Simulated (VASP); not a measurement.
Set up this calculation in VASP 6.6.1, as the native input.

| Property | Result |
| --- | --- |
| Task | single point |
| Functional | r2SCAN |
| Potentials or basis | VASP PAW PBE potentials, release 64 (Co, H) |
| Cutoff | 520 eV |
| k mesh | 13 × 13 × 13 |
| Occupations | fermi-dirac, width 0.05 eV |
| Spin | collinear spin, ferromagnetic start |
| Starting moments | [2.0, 0.0] μB |
| Dipole correction | no |
| Further INCAR settings | ALGO = Normal; EDIFF = 1e-06; NBANDS = 16 |

CoH:

```
Co H
1.0
     0.00000    1.84296    1.84296
     1.84296    0.00000    1.84296
     1.84296    1.84296    0.00000
Co H
1 1
Direct
  0.03000 0.03000 0.97000
  0.47000 0.47000 0.53000
```

This cell differs from its parent crystal: shortest bond scaled by 1.12.

The input as run:

POSCAR

```
CoH
1.0
    0.0000000000      1.8429617100      1.8429617100
    1.8429617100      0.0000000000      1.8429617100
    1.8429617100      1.8429617100      0.0000000000
Co H
1 1
Direct
    0.0300000000      0.0300000000     -0.0300000000
    0.4700000000      0.4700000000      0.5300000000
```

INCAR.step1

```
ALGO     = Normal         # electronic algorithm
EDIFF    = 1E-4           # SCF threshold, eV
ENCUT    = 520            # plane-wave cutoff, eV
GGA      = PE             # functional
ISMEAR   = -1             # smearing method
ISPIN    = 2              # spin polarisation
LASPH    = T              # aspherical terms in the spheres
LCHARG   = F              # write CHGCAR
LMAXMIX  = 4              # l up to which the mixer works
LREAL    = F              # projectors in reciprocal space
LWAVE    = T              # write WAVECAR
MAGMOM   = 2 0            # initial moments
NBANDS   = 16             # bands
NELM     = 150            # most SCF steps
PREC     = Accurate       # precision mode
SIGMA    = 0.05           # smearing width, eV
```

INCAR.step2

```
ALGO     = Normal         # electronic algorithm
EDIFF    = 1E-6           # SCF threshold, eV
ENCUT    = 520            # plane-wave cutoff, eV
ISIF     = 2              # what is computed and relaxed
ISMEAR   = -1             # smearing method
ISPIN    = 2              # spin polarisation
ISTART   = 1            
LASPH    = T              # aspherical terms in the spheres
LCHARG   = F              # write CHGCAR
LMAXMIX  = 4              # l up to which the mixer works
LMIXTAU  = T            
LORBIT   = 11             # projections on sites
LREAL    = F              # projectors in reciprocal space
LWAVE    = F              # write WAVECAR
MAGMOM   = 2 0            # initial moments
METAGGA  = R2SCAN         # meta-GGA
NBANDS   = 16             # bands
NELM     = 150            # most SCF steps
PREC     = Accurate       # precision mode
SIGMA    = 0.05           # smearing width, eV
```

KPOINTS

```
k-points
0
Gamma
  13 13 13
```

Potentials or basis: VASP PAW PBE potentials, release 64 (Co, H).

Command:

```sh
$ cat potpaw_PBE.64/Co/POTCAR potpaw_PBE.64/H/POTCAR > POTCAR
$ cp INCAR.step1 INCAR
$ mpirun -np 1 vasp_std > vasp.out
$ cp INCAR.step2 INCAR
$ mpirun -np 1 vasp_std > vasp.out
```

Results of the run:

The pressure is 3.1 GPa. The largest force is 0.609 eV/Å. The net moment is 1.42 μB per cell, the site moments are Co +1.49; H -0.01 μB and the valence electrons inside the program's atomic spheres are Co 8.42; H 0.57.

Caveat: the cell differs from its parent crystal (shortest bond scaled by 1.12); the PAW data sets were made with another functional, which shifts forces and pressure a little.

Wall time 7.8 min on 1 thread of Intel(R) Xeon(R) Platinum 8259CL CPU @ 2.50GHz (Skylake/Cascade Lake), with other jobs on the host, peak memory 0.18 GiB.
